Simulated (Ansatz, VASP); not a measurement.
# MgS in VASP and in Ansatz

Contents of INCAR:

```
SYSTEM = MgS
  ALGO = Normal
  EDIFF = 1E-6
  EDIFFG = -0.008
  ENCUT = 520
  GGA = PE
  IBRION = 2
  ISIF = 2
  ISMEAR = 0
  LASPH = .TRUE.
  LCHARG = .FALSE.
  LREAL = .FALSE.
  LWAVE = .FALSE.
  NELM = 100
  NSW = 60
  PREC = Accurate
  SIGMA = 0.02
```

KPOINTS

```
k-points
0
G
  6 6 4
  0 0 0
```

The input POSCAR:

```
MgS
1.0
    2.8486069961      2.8486069961      0.0000000000
   -2.8486069961      2.8486069961      0.0000000000
    0.1812842391      0.1812842391      5.6972139921
Mg S
2 2
Direct
    0.0038924531      0.0000000000     -0.0001131110
    0.5038924531      0.5000000000      0.4998868890
    0.4961075469      0.0000000000      0.2501131110
   -0.0038924531      0.5000000000      0.7501131110
```

Input for Ansatz:

```yaml
crystal:
  lattice:
    - [2.8486069961, 2.8486069961, 0.0]
    - [-2.8486069961, 2.8486069961, 0.0]
    - [0.1812842391, 0.1812842391, 5.6972139921]
  atoms:
    - { symbol: Mg, position: [0.0038924531, 0.0, -0.000113111] }
    - { symbol: Mg, position: [0.5038924531, 0.5, 0.499886889] }
    - { symbol: S, position: [0.4961075469, 0.0, 0.250113111] }
    - { symbol: S, position: [-0.0038924531, 0.5, 0.750113111] }
basis:
  ecutwfc: 420
kpoints:
  mp_grid: { grid: [6, 6, 4] }
hamiltonian:
  xc: pbe
scf:
  occupations: { method: gaussian, width: 0.02 }
output:
  forces: true
  stress: true
  eigenvalues: true
relax:
  adjacent_minimum: "off"
  f_tol: 0.008
  max_steps: 40
```

Change from the starting cell: shear of c along a, cell held, atoms relaxed: +4.5 %.

Alike in both runs: task relaxation of the atoms; functional PBE; k mesh 6 × 6 × 4; occupations gaussian, width 0.02 eV; no spin polarisation.

|  | VASP | Ansatz |
| --- | --- | --- |
| version | VASP 6.6.1 | Ansatz 0.2.0 |
| potentials or method | VASP PAW PBE potentials, release 64 (Mg, S), cutoff 520 eV | scalar-relativistic, plane waves, PAW |
| valence electrons in the cell | 16 | 32 |

|  | VASP | Ansatz | Ansatz less VASP |
| --- | --- | --- | --- |
| gap on the k mesh at the Fermi level, each at its own relaxed structure (eV) | 3.21 | 3.22 | +0.007 |

VASP's potentials hold 16 valence electrons a cell and Ansatz's 32, so a difference there can come from the potentials and not from the codes. Ansatz's warnings: stress scf threshold loose.
